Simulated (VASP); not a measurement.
Wanted: the native input for a VASP 6.6.1 run.

- Task: single point
- Functional: LDA
- Potentials or basis: VASP PAW LDA potentials, release 64 (I)
- Cutoff: 520 eV
- k mesh: 9 × 9 × 9
- Occupations: fermi-dirac, width 0.05 eV
- Spin: no spin polarisation
- Dipole correction: no
- Further INCAR settings: ALGO = Normal; EDIFF = 1e-07; NBANDS = 10

The structure of I lies in POSCAR:

```
I
1.0
    0.0000000000      2.3967303343      3.9612912976
    2.2210941101      0.0000000000      3.9612912976
    2.2210941101      2.3967303343      0.0000000000
I
1
Direct
    0.0000000000      0.0000000000      0.0000000000
```

The input as run:

INCAR

```
PREC = Accurate ; ENCUT = 520
EDIFF = 1E-7 ; ISMEAR = -1
SIGMA = 0.05 ; LREAL = F
LASPH = T ; NELM = 60
ALGO = Normal ; ISIF = 2
LWAVE = F ; LCHARG = F
NBANDS = 10
```

KPOINTS

```
regular mesh
0
Gamma
  9 9 9
```

Potentials or basis: VASP PAW LDA potentials, release 64 (I).

The run is started by

```sh
$ cat potpaw_LDA.64/I/POTCAR > POTCAR
$ mpirun -np 1 vasp_std > vasp.out
```

Results of the run:

```
Pressure : -3.1 GPa
```

Caveat: an odd number of electrons without spin polarisation forces a metal; a magnetic or distorted state may lie lower.

It took 14 s on 1 thread of Intel(R) Xeon(R) 6975P-C (Granite Rapids), with other jobs on the host, peak memory 0.18 GiB.
